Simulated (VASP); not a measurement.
**As: single point with PBEsol**

As:

```
As
1.0
     1.86331   -5.43407    0.00000
     1.86331    5.43407    0.00000
     0.00000    0.00000    4.29822
As
4
Cartesian
  1.8633 4.2181 0.2409
  1.8633 -1.2160 1.9082
  1.8633 -4.2181 4.0573
  1.8633 1.2160 2.3901
```

```
Program                 : VASP 6.6.1
Task                    : single point
Functional              : PBEsol
Potentials or basis     : VASP PAW PBE potentials, release 64 (As)
Cutoff                  : 520 eV
k mesh                  : 12 × 12 × 10
Occupations             : gaussian, width 0.1 eV
Spin                    : no spin polarisation
Dipole correction       : no
k mesh for the DOS      : 18 × 18 × 15
Occupations for the DOS : tetrahedron
Further INCAR settings  : ALGO = Normal; EDIFF = 1e-06
```

```yaml
Valence_electrons_inside_the_program's_atomic_spheres: As 2.71
```

Levels at points of the mesh, in eV from the Fermi level:
```
           k point  band 8  band 9  band 10  band 11  band 12  band 13
(0.00, 0.00, 0.00)   -2.21   -2.02    -0.84     1.91     2.35     2.46
(0.50, 0.00, 0.00)   -2.35   -2.16    -2.16     0.84     0.84     1.23
(0.50, 0.50, 0.00)   -1.67   -1.47    -0.46     0.05     1.92     2.30
```

Wall time 4.8 min on 1 thread of Intel(R) Xeon(R) 6975P-C (Granite Rapids), on a shared host, peak memory 0.8 GiB.
